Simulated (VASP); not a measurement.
# As (Cmce) in VASP: single point with PBE

Aim: the single point of As with PBE.

Program: VASP 6.6.1. These are calculated values, not measurements. Logs are shortened: lines on timing, memory, paths and dates and some standing lists are left out, and cuts for length are marked.

### 1 The cell of the first run

The structure is orthorhombic, space group Cmce (No. 64). The conventional cell has a = 3.699 Å, b = 11.451 Å, c = 4.693 Å, α = 90.00°, β = 90.00°, γ = 90.00°. As (site symmetry m) has 3 As at 2.50 to 2.51 Å within 3.3 Å.

### 2 Single point, PBE

Input file INCAR:

```
  PREC = Accurate
  ENCUT = 520
  EDIFF = 1E-6
  ISMEAR = 0
  SIGMA = 0.1
  LREAL = F
  LASPH = T
  NELM = 100
  ALGO = Normal
  ISIF = 2
  LWAVE = F
  LCHARG = F
  GGA = PE
  NBANDS = 30
```

Input file KPOINTS:

```
regular mesh
0
Gamma
  8 8 6
```

Input file POSCAR:

```
As
1.0
    3.6985438946      0.0000000000     -4.6934508392
    3.6985438946      0.0000000000      4.6934508392
   -1.8492719473     -5.7253207303      0.0000000000
As
8
Direct
    0.5874985112      0.5180040404      0.2110051034
    0.0874985112      0.0180040404      0.2110051034
    0.0180040404      0.5874985112      0.2110051034
    0.5180040404      0.0874985112      0.2110051034
    0.4125014888      0.4819959596      0.7889948966
    0.9125014888      0.9819959596      0.7889948966
    0.9819959596      0.4125014888      0.7889948966
    0.4819959596      0.9125014888      0.7889948966
```

Potentials or basis: VASP PAW PBE potentials, release 64 (As).

On the command line:

```
$ cat potpaw_PBE.64/As/POTCAR > POTCAR
$ mpirun -np 1 vasp_std > vasp.out
```

OUTCAR:

```text
PREC = Accurate
   ENCUT = 520
   EDIFF = 1E-6
   ISMEAR = 0
   LREAL = F
   LASPH = T
   NELM = 100
   ISIF = 2
   GGA = PE

 ion  position               nearest neighbor table
   1  0.587  0.518  0.211-   5 2.50   4 2.51   3 2.51
   2  0.087  0.018  0.211-   6 2.50   4 2.51   3 2.51
   3  0.018  0.587  0.211-   7 2.50   2 2.51   1 2.51
   4  0.518  0.087  0.211-   8 2.50   2 2.51   1 2.51
   5  0.413  0.482  0.789-   1 2.50   7 2.51   8 2.51
   6  0.913  0.982  0.789-   2 2.50   7 2.51   8 2.51
   7  0.982  0.413  0.789-   3 2.50   5 2.51   6 2.51
   8  0.482  0.913  0.789-   4 2.50   5 2.51   6 2.51

  LATTYP: Found a base centered monoclinic cell.
 ALAT       =     7.3970877892
 B/A-ratio  =     1.2689996315
 C/A-ratio  =     0.8133699788
 COS(beta)  =    -0.3073632006

  Lattice vectors:

 A1 = (   3.6985438946,   0.0000000000,  -4.6934508392)
 A2 = (   3.6985438946,   0.0000000000,   4.6934508392)
 A3 = (  -1.8492719473,  -5.7253207303,   0.0000000000)

Analysis of symmetry for initial positions (statically):
=====================================================================
 Subroutine PRICEL returns following result:

  LATTYP: Found a base centered orthorhombic cell.
 ALAT       =     3.6985438946
 B/A-ratio  =     3.0959863630
 C/A-ratio  =     1.2689996315

  Lattice vectors:

 A1 = (  -1.8492719473,   5.7253207303,   0.0000000000)
 A2 = (  -1.8492719473,  -5.7253207303,   0.0000000000)
 A3 = (   0.0000000000,   0.0000000000,   4.6934508392)

   2 primitive cells build up your supercell.

 Routine SETGRP: Setting up the symmetry group for a
 base centered monoclinic supercell.

 Subroutine GETGRP returns: Found  4 space group operations
 (whereof  2 operations were pure point group operations)
 out of a pool of  4 trial point group operations.

The static configuration has the point symmetry S_2 .
 The point group associated with its full space group is C_2h.

Analysis of symmetry for dynamics (positions and initial velocities):
=====================================================================
 Subroutine PRICEL returns following result:

  LATTYP: Found a base centered orthorhombic cell.
 ALAT       =     3.6985438946
 B/A-ratio  =     3.0959863630
 C/A-ratio  =     1.2689996315

  Lattice vectors:

 A1 = (  -1.8492719473,   5.7253207303,   0.0000000000)
 A2 = (  -1.8492719473,  -5.7253207303,   0.0000000000)
 A3 = (   0.0000000000,   0.0000000000,   4.6934508392)

   2 primitive cells build up your supercell.

 Routine SETGRP: Setting up the symmetry group for a
 base centered monoclinic supercell.

 Subroutine GETGRP returns: Found  4 space group operations
 (whereof  2 operations were pure point group operations)
 out of a pool of  4 trial point group operations.

The dynamic configuration has the point symmetry S_2 .
 The point group associated with its full space group is C_2h.

 Subroutine INISYM returns: Found  4 space group operations
 (whereof  2 operations are pure point group operations),
 and found     2 'primitive' translations

----------------------------------------------------------------------------------------

                                     Primitive cell

  volume of cell :      99.3855

  direct lattice vectors                    reciprocal lattice vectors
    -1.849271947  5.725320730  0.000000000    -0.270376675  0.087331352  0.000000000
    -1.849271947 -5.725320730  0.000000000    -0.270376675 -0.087331352  0.000000000
     0.000000000  0.000000000  4.693450839     0.000000000  0.000000000  0.213062847

  length of vectors
     6.016569139  6.016569139  4.693450839     0.284130800  0.284130800  0.213062847

  position of ions in fractional coordinates (direct lattice)
     0.894497448  0.105502552  0.930505529
     0.394497448  0.605502552  0.569494471
     0.105502552  0.894497448  0.069494471
     0.605502552  0.394497448  0.430505529

  ion indices of the primitive-cell ions
   primitive index   ion index
                 1           1
                 2           3
                 3           5
                 4           7

----------------------------------------------------------------------------------------

 KPOINTS: regular mesh

Automatic generation of k-mesh.
 Grid dimensions read from file:
 generate k-points for:    8    8    6

 Generating k-lattice:

  Cartesian coordinates                     Fractional coordinates (reciprocal lattice)
     0.016898542 -0.005458209 -0.013316428     0.125000000  0.000000000  0.000000000
     0.016898542 -0.005458209  0.013316428     0.000000000  0.125000000  0.000000000
     0.000000000 -0.029110451  0.000000000     0.000000000  0.000000000  0.166666667

  Length of vectors
     0.022196397  0.022196397  0.029110451

  Shift w.r.t. Gamma in fractional coordinates (k-lattice)
     0.000000000  0.000000000  0.000000000

 Subroutine IBZKPT returns following result:
 ===========================================

 Found    114 irreducible k-points:

 Following reciprocal coordinates:
            Coordinates               Weight
  0.000000  0.000000  0.000000      1.000000
  0.125000  0.000000 -0.000000      4.000000
  0.250000  0.000000 -0.000000      4.000000
  0.375000  0.000000  0.000000      4.000000
  0.500000  0.000000 -0.000000      2.000000
  0.125000  0.125000 -0.000000      2.000000
[... 16 lines left out ...]
  0.125000  0.000000  0.166667      4.000000
  0.250000  0.000000  0.166667      4.000000
 [... further k-points ...]
   k-points           NKPTS =    114   k-points in BZ     NKDIM =    114   number of bands    NBANDS=     30
   number of dos      NEDOS =    301   number of ions     NIONS =      8
   total plane-waves  NPLWV = 110592
   dimension x,y,z NGX =    48 NGY =   48 NGZ =   48
   dimension x,y,z NGXF=    96 NGYF=   96 NGZF=   96
   ions per type =               8
   NGX,Y,Z   is equivalent  to a cutoff of  13.35, 13.35, 13.26 a.u.
   NGXF,Y,Z  is equivalent  to a cutoff of  26.71, 26.71, 26.53 a.u.
 SYSTEM =  unknown system
   PREC   = accura    normal or accurate (medium, high low for compatibility)
   ISTART =      0    job   : 0-new  1-cont  2-samecut
   ICHARG =      2    charge: 1-file 2-atom 10-const
   ISPIN  =      1    spin polarized calculation?
   LNONCOLLINEAR =      F non collinear calculations
   LSORBIT =      F    spin-orbit coupling
   LASPH  =      T    aspherical Exc in radial PAW
   ENCUT  =  520.0 eV  38.22 Ry    6.18 a.u.  11.11 11.11 11.19*2*pi/ulx,y,z
   NELM   =    100;   NELMIN=  2; NELMDL= -5     # of ELM steps
   EDIFF  = 0.1E-05   stopping-criterion for ELM
   LREAL  =      F    real-space projection
   EDIFFG = 0.1E-04   stopping-criterion for IOM
   NSW    =      0    number of steps for IOM
   IBRION =     -1    ionic relax: 0-MD 1-quasi-New 2-CG
   NFREE  =      0    steps in history (QN), initial steepest desc. (CG)
   ISIF   =      2    stress and relaxation
   ISYM   =      2    0-nonsym 1-usesym 2-fastsym
   POTIM  = 0.5000    time-step for ionic-motion
   TEBEG  =    0.0;   TEEND  =   0.0 temperature during run
   PSTRESS=    0.0 pullay stress
   NELECT =      40.0000    total number of electrons
   NUPDOWN=      -1.0000    fix difference up-down
   EMIN   =  10.00;   EMAX   =-10.00  energy-range for DOS
   EFERMI =   0.00;   METHOD = LEGACY
   ISMEAR =     0;   SIGMA  =   0.10  broadening in eV -4-tet -1-fermi 0-gaus
   EFERMI_NEDOS =   21; number of points for ismear=-14 and -15
   IALGO  =     38    algorithm
   IMIX   =      4    mixing-type and parameters
     AMIX     =   0.40;   BMIX     =  1.00
     AMIX_MAG =   1.60;   BMIX_MAG =  1.00
  volume/ion in A,a.u.               =      24.85       167.67
  Fermi-wavevector in a.u.,A,eV,Ry     =   0.959350  1.812909 12.522162  0.920353
  Thomas-Fermi vector in A             =   2.088539
   LORBIT       =      0    0 simple, 1 ext, 2 COOP (PROOUT), +10 PAW based schemes
   GGA     = PE    functional components
   LHFCALC =     F    Hartree Fock is set to
   AEXX    =    0.0000 exact exchange contribution
   IVDW    =     0    specifies the selected vdW correction
   LEPSILON=     F    determine dielectric tensor
   LRPA    =     F    only Hartree local field effects (RPA)
 non-spin polarized calculation
 Gauss-broadening in eV      SIGMA  =   0.10
  energy-cutoff  :      520.00
  volume of cell :      198.77
 maximum number of plane-waves:      5390
 NGX is ok and might be reduce to    48
   NGX = 23   NGY = 23   NGZ = 23

 number of electron      40.0000001 magnetization

 Free energy of the ion-electron system (eV)
  ---------------------------------------------------
  ext. energy  EPLUGINS =         0.00000000
  ---------------------------------------------------
  free energy    TOTEN  =       -37.22418108 eV

  energy without entropy =      -37.22383905  energy(sigma->0) =      -37.22401006

 E-fermi :   3.9017     XC(G=0):  -9.2396

 val. band max:        3.8800153390   @ k =   0.0000   0.0000   0.5000
 cond. band min:       3.9181977523   @ k =   0.0000   0.0000   0.5000
 fundamental gap:      0.0381824132
 Fermi energy:         3.9017168697

 k-point     1 :       0.0000    0.0000    0.0000
  band No.  band energies     occupation
      1     -10.4731      2.00000
      2      -8.0666      2.00000
      3      -7.9250      2.00000
      4      -7.9250      2.00000
      5      -5.9267      2.00000
      6      -5.9267      2.00000
[... 22 lines left out ...]
     29       8.5499      0.00000
     30       9.1680      0.00000

 k-point     2 :       0.1250    0.0000   -0.0000
  band No.  band energies     occupation
      1     -10.4153      2.00000
      2      -8.1434      2.00000
      3      -8.0531      2.00000
      4      -7.9219      2.00000
      5      -5.9377      2.00000
      6      -5.7060      2.00000
[... 718 lines left out ...]
 k-point    24 :       0.2500    0.0000    0.1667
  band No.  band energies     occupation
      1     -10.1687      2.00000
      2      -8.6474      2.00000
      3      -8.1687      2.00000
      4      -7.9178      2.00000
      5      -5.8721      2.00000
      6      -5.7741      2.00000
[... 22 lines left out ...]
     29       7.7338      0.00000
     30       8.5478      0.00000

 [... further k-points ...]

------------------------ aborting loop because EDIFF is reached ----------------------------------------

  FORCE on cell =-STRESS in cart. coord.  units (eV):
  Direction    XX          YY          ZZ          XY          YZ          ZX
  --------------------------------------------------------------------------------------
  -------------------------------------------------------------------------------------
  Total        0.2682895      0.3530576      0.3252619     -0.0017986      0.0000000      0.0000000
  in kB        2.1625261      2.8457930      2.6217478     -0.0144977      0.0000000      0.0000000
  external PRESSURE =       2.5433556 kB  Pullay stress =       0.0000000 kB

 VOLUME and BASIS-vectors are now :
 -----------------------------------------------------------------------------
  energy-cutoff  :      520.00
  volume of cell :      198.77
      direct lattice vectors                 reciprocal lattice vectors
     3.698543895  0.000000000 -4.693450839     0.135188337 -0.043665676 -0.106531424
     3.698543895  0.000000000  4.693450839     0.135188337 -0.043665676  0.106531424
    -1.849271947 -5.725320730  0.000000000     0.000000000 -0.174662704  0.000000000

 POSITION                                       TOTAL-FORCE (eV/Angst)
 -----------------------------------------------------------------------------------
      3.69854     -1.20807     -0.32617         0.000029     -0.040107      0.037944
     -0.00000     -1.20807     -0.32617         0.000029     -0.040107      0.037944
      1.84927     -1.20807      2.67289         0.000029     -0.040107     -0.037944
      1.84927     -1.20807     -2.02056         0.000029     -0.040107     -0.037944
      1.84927     -4.51725      0.32617        -0.000029      0.040107     -0.037944
      5.54782     -4.51725      0.32617        -0.000029      0.040107     -0.037944
      3.69854     -4.51725     -2.67289        -0.000029      0.040107      0.037944
      3.69854     -4.51725      2.02056        -0.000029      0.040107      0.037944
 -----------------------------------------------------------------------------------
    total drift:                               -0.000000     -0.000000     -0.000000

  FREE ENERGIE OF THE ION-ELECTRON SYSTEM (eV)
  ---------------------------------------------------
  free  energy   TOTEN  =       -37.2241810769 eV

  energy  without entropy=      -37.2238390474  energy(sigma->0) =      -37.22401006
```

Run time: 8.6 min. Hardware: 1 thread of Intel Xeon Platinum 8488C (Sapphire Rapids), shared host; peak memory 0.63 GiB.

What came out:

- Free energy: -37.2242 eV
- Pressure: 0.3 GPa
- Largest force: 0.055 eV/Å
- Band gap on the k mesh: 0.04 eV

Forces on the atoms (eV/Å):
```
As   0.000 -0.040  0.038
As   0.000 -0.040  0.038
As   0.000 -0.040 -0.038
As   0.000 -0.040 -0.038
As   0.000  0.040 -0.038
As   0.000  0.040 -0.038
As   0.000  0.040  0.038
As   0.000  0.040  0.038
```

Caveat: this functional lacks dispersion, which binds the layers, so the pressure and a relaxed spacing across them are unreliable. A k mesh can miss the band edges.
